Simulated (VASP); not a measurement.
Here is a VASP 6.6.1 calculation.

Contents of INCAR:

```
SYSTEM = LiNbO3
ALGO = Normal
EDIFF = 1E-6
EDIFFG = -0.005
ENCUT = 600
GGA = PE
IBRION = 2
ISIF = 3
ISMEAR = 0
IVDW = 12
LASPH = .TRUE.
LCHARG = .FALSE.
LREAL = .FALSE.
LWAVE = .FALSE.
NELM = 80
NSW = 70
PREC = Accurate
SIGMA = 0.02
```

File KPOINTS:

```
k-points
0
G
  6 6 6
  0 0 0
```

POSCAR

```
LiNbO3
1.0
    2.5947505979      1.4980799562      4.6714899528
   -2.5947505979      1.4980799562      4.6714899528
    0.0000000000     -2.9961599123      4.6714899528
Li Nb O
2 2 6
Direct
    0.2816011198      0.2816011198      0.2816011198
    0.7816011198      0.7816011198      0.7816011198
    0.0004547361      0.0004547361      0.0004547361
    0.5004547361      0.5004547361      0.5004547361
    0.1104440279      0.3581697208      0.7211453954
    0.7211453954      0.1104440279      0.3581697208
    0.3581697208      0.7211453954      0.1104440279
    0.2211453954      0.8581697208      0.6104440279
    0.8581697208      0.6104440279      0.2211453954
    0.6104440279      0.2211453954      0.8581697208
```

Potentials or basis: VASP PAW PBE potentials, release 64 (Li_sv, Nb_sv, O).

Run with:

```sh
$ cat potpaw_PBE.64/Li_sv/POTCAR potpaw_PBE.64/Nb_sv/POTCAR potpaw_PBE.64/O/POTCAR > POTCAR
$ mpirun -np 1 vasp_std > vasp.out
```

(1) Predict the relaxed cell.

(2) Predict the relaxed volume.

Results:

(1) a = 5.488 Å, b = 5.488 Å, c = 5.488 Å, α = 55.64°, β = 55.64°, γ = 55.64°.

(2) 10.51 Å³/atom.

Caveat: the cutoff is under 1.25 times the usual one of these potentials, so pressure, stress and relaxed cells hold a basis-set (Pulay) error.
